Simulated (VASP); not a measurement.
Crystal: ZrTa3N4.

```
CELL_PARAMETERS angstrom
3.18676 0.00000 0.00000
0.00000 4.41316 0.00000
0.00000 0.00000 6.29144
ATOMIC_POSITIONS crystal
Zr 0.00000 0.00000 0.00000
Ta 0.50000 0.50000 0.24922
Ta 0.00000 0.00000 0.50000
Ta 0.50000 0.50000 0.75078
N 0.00000 0.50000 0.50000
N 0.50000 0.00000 0.74328
N 0.00000 0.50000 0.00000
N 0.50000 0.00000 0.25672
```

The cell was generated, and may not be a known phase.

```yaml
Program: VASP 6.6.1
Task: relaxation of cell and atoms
Functional: PBE
Potentials_or_basis: VASP PAW PBE potentials, release 64 (Zr_sv, Ta_pv, N)
Cutoff: 600 eV
k_mesh: 10 × 8 × 6
Occupations: gaussian, width 0.1 eV
Spin: no spin polarisation
```

At the start: pressure 0.6 GPa; volume 11.06 Å³/atom.

**Question.** How do energy, volume and symmetry change on relaxing?

**Answer.** Over 16 steps the energy falls by 120.0 meV/atom and the volume is 11.08 Å³/atom (+0.2 %); space group Pmmm (No. 47, to 0.1 Å) before and after.

The path:
| step | energy change (eV) | largest force (eV/Å) | pressure (GPa) | volume (Å³) |
| --- | --- | --- | --- | --- |
| 1 | 0.0000 | 0.1435 | 0.61 | 88.48 |
| 2 | -0.7551 | 0.0328 | -0.96 | 89.00 |
| 3 | -0.9353 | 0.0266 | -1.15 | 89.00 |
| 4 | -0.9424 | 0.0637 | -0.54 | 88.80 |
| 5 | -0.9582 | 0.0330 | 0.80 | 88.41 |
| 6 | -0.9582 | 0.0332 | 0.80 | 88.42 |
| 7 | -0.9596 | 0.0333 | 0.33 | 88.55 |
| 8 | -0.9596 | 0.0351 | 0.31 | 88.56 |
| 9 | -0.9598 | 0.0245 | -0.13 | 88.68 |
| 10 | -0.9598 | 0.0261 | -0.10 | 88.67 |
| 11 | -0.9599 | 0.0175 | -0.03 | 88.65 |
| 12 | -0.9599 | 0.0129 | 0.02 | 88.64 |
| 13 | -0.9599 | 0.0119 | 0.01 | 88.64 |
| 14 | -0.9599 | 0.0108 | 0.03 | 88.63 |
| 15 | -0.9599 | 0.0161 | 0.04 | 88.64 |
| 16 | -0.9599 | 0.0056 | -0.01 | 88.65 |

Final structure:
```yaml
crystal:
  lattice:
    - [3.15165, 0.00000, 0.00000]
    - [0.00000, 4.44715, 0.00000]
    - [0.00000, 0.00000, 6.32470]
  atoms:
    - { symbol: Zr, position: [0.00000, 0.00000, 0.00000] }
    - { symbol: Ta, position: [0.50000, 0.50000, 0.25052] }
    - { symbol: Ta, position: [0.00000, 0.00000, 0.50000] }
    - { symbol: Ta, position: [0.50000, 0.50000, 0.74948] }
    - { symbol: N, position: [0.00000, 0.50000, 0.50000] }
    - { symbol: N, position: [0.50000, 0.00000, 0.74214] }
    - { symbol: N, position: [0.00000, 0.50000, 0.00000] }
    - { symbol: N, position: [0.50000, 0.00000, 0.25786] }
```
